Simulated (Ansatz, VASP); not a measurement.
## BePt in VASP and in Ansatz

INCAR

```
PREC = Accurate
ENCUT = 520
EDIFF = 1E-6
ISMEAR = 0
SIGMA = 0.1
LREAL = F
LASPH = T
NELM = 80
ALGO = Fast
ISIF = 2
LWAVE = F
LCHARG = F
GGA = PE
NBANDS = 13
```

KPOINTS

```
regular mesh
0
Gamma
  20 20 20
```

The input POSCAR:

```
BePt
1.0
    0.0000000000      2.3781456553      2.3781456553
    2.3781456553      0.0000000000      2.3781456553
    2.3781456553      2.3781456553      0.0000000000
Be Pt
1 1
Direct
    0.0000000000      0.0000000000      0.0000000000
    0.5000000000      0.5000000000      0.5000000000
```

Input for Ansatz:

```yaml
crystal:
  lattice:
    - [0.0, 2.3781456553, 2.3781456553]
    - [2.3781456553, 0.0, 2.3781456553]
    - [2.3781456553, 2.3781456553, 0.0]
  atoms:
    - { symbol: Be, position: [0.0, 0.0, 0.0] }
    - { symbol: Pt, position: [0.5, 0.5, 0.5] }
basis:
  ecutwfc: 420
kpoints:
  mp_grid: { grid: [20, 20, 20] }
hamiltonian:
  xc: pbe
scf:
  occupations: { method: gaussian, width: 0.1 }
output:
  forces: true
  stress: true
  eigenvalues: true
```

Alike in both runs: task single point; functional PBE; k mesh 20 × 20 × 20; occupations gaussian, width 0.1 eV; no spin polarisation.

|  | VASP | Ansatz |
| --- | --- | --- |
| version | VASP 6.6.1 | Ansatz 0.2.0 |
| potentials or method | VASP PAW PBE potentials, release 64 (Be, Pt), cutoff 520 eV | scalar-relativistic, plane waves, PAW |
| valence electrons in the cell | 12 | 20 |

```tsv
	VASP	Ansatz	Ansatz less VASP
gap on the k mesh at the Fermi level (eV)	none	none	-
pressure (GPa)	-8.1	-8.1	+0.03
```

A gap of «none» marks a metal or a gap that the smearing closes. VASP's potentials hold 12 valence electrons a cell and Ansatz's 20, so a difference there can come from the potentials and not from the codes.

Neither program's run includes spin-orbit coupling.
